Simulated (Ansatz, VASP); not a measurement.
## One calculation of H, two programs

The input INCAR:

```
PREC = Accurate
ENCUT = 520
EDIFF = 1E-6
ISMEAR = 0
SIGMA = 0.02
LREAL = F
LASPH = T
NELM = 60
ALGO = Normal
ISIF = 2
LWAVE = F
LCHARG = F
GGA = PE
NBANDS = 10
```

The input KPOINTS:

```
regular mesh
0
Gamma
  8 8 4
```

File POSCAR:

```
H
1.0
    1.6724026013     -2.7651787277      0.0000000000
    1.6724026013      2.7651787277      0.0000000000
    0.0000000000      0.0000000000      6.7770098236
H
4
Direct
    0.5598267078      0.4401732922      1.0060421833
    0.4401732922      0.5598267078     -0.0060421833
    0.4401732922      0.5598267078      0.5060421833
    0.5598267078      0.4401732922      0.4939578167
```

Input for Ansatz:

```yaml
crystal:
  lattice:
    - [1.6724026013, -2.7651787277, 0.0]
    - [1.6724026013, 2.7651787277, 0.0]
    - [0.0, 0.0, 6.7770098236]
  atoms:
    - { symbol: H, position: [0.5598267078, 0.4401732922, 1.0060421833] }
    - { symbol: H, position: [0.4401732922, 0.5598267078, -0.0060421833] }
    - { symbol: H, position: [0.4401732922, 0.5598267078, 0.5060421833] }
    - { symbol: H, position: [0.5598267078, 0.4401732922, 0.4939578167] }
basis:
  ecutwfc: 420
kpoints:
  mp_grid: { grid: [8, 8, 4] }
hamiltonian:
  xc: pbe
scf:
  occupations: { method: gaussian, width: 0.02 }
output:
  forces: true
  stress: true
  eigenvalues: true
  populations: true
```

Alike in both runs: task single point; functional PBE; k mesh 8 × 8 × 4; occupations gaussian, width 0.02 eV; no spin polarisation.

```csv
,VASP,Ansatz
version,VASP 6.6.1,Ansatz 0.2.0
potentials or method,"VASP PAW PBE potentials, release 64 (H), cutoff 520 eV","scalar-relativistic, plane waves, PAW"
valence electrons in the cell,4,4
```

|  | VASP | Ansatz | Ansatz less VASP |
| --- | --- | --- | --- |
| gap on the k mesh at the Fermi level (eV) | 9.49 | 9.48 | 0.000 |
| least direct gap on the mesh (eV) | 9.50 | 9.50 | 0.000 |
| pressure (GPa) | 4.3 | 4.4 | +0.15 |
| traceless stress, the component that is largest in VASP (GPa) | 8.46 | 8.46 | +0.002 |
| rms of the force components (eV/Å) | 2.201 | 2.195 | -0.0060 |

Atom by atom the forces differ by 0.006 eV/Å (rms over components).
